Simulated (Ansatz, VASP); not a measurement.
**Fe2Co3: VASP beside Ansatz**

```
Fe Co
1.0
     2.00639    1.15839    4.08002
    -2.00639    1.15839    4.08002
     0.00000   -2.31677    4.08002
Fe Co
2 3
Direct
  0.70040 0.70040 0.70040
  0.29960 0.29960 0.29960
  0.89914 0.89914 0.89914
  0.50000 0.50000 0.50000
  0.10086 0.10086 0.10086
```

Alike in both runs: functional PBE; k mesh 6 × 6 × 6; occupations gaussian, width 0.1 eV; collinear spin.

Ansatz relaxed the structure, and its values are those at the end. VASP's run is a single point on that final structure, the one shown.

|  | VASP | Ansatz |
| --- | --- | --- |
| version | VASP 6.6.1 | Ansatz 0.2.0 |
| potentials or method | VASP PAW PBE potentials, release 64 (Fe, Co), cutoff 520 eV | scalar-relativistic, plane waves, PAW |
| valence electrons in the cell | 43 | 83 |

Ansatz gave:

- gap on the k mesh at the Fermi level (eV): none
- pressure (GPa): 0.1
- rms of the force components (eV/Å): 0.005
- net moment per atom (μB): 2.12
- size of the moment on the site where the two differ most (μB): 1.89

Task: Which values does VASP return?

Result: gap on the k mesh at the Fermi level (eV): none; pressure (GPa): -0.3; rms of the force components (eV/Å): 0.008; net moment per atom (μB): 2.11; size of the moment on the site where the two differ most (μB): 1.82.

Site moments also hang on the region over which each program counts them. A gap of «none» marks a metal or a gap that the smearing closes. The functional is the same, so the differences come from potentials, cutoffs and numerics. VASP's potentials hold 43 valence electrons a cell and Ansatz's 83, so a difference there can come from the potentials and not from the codes.
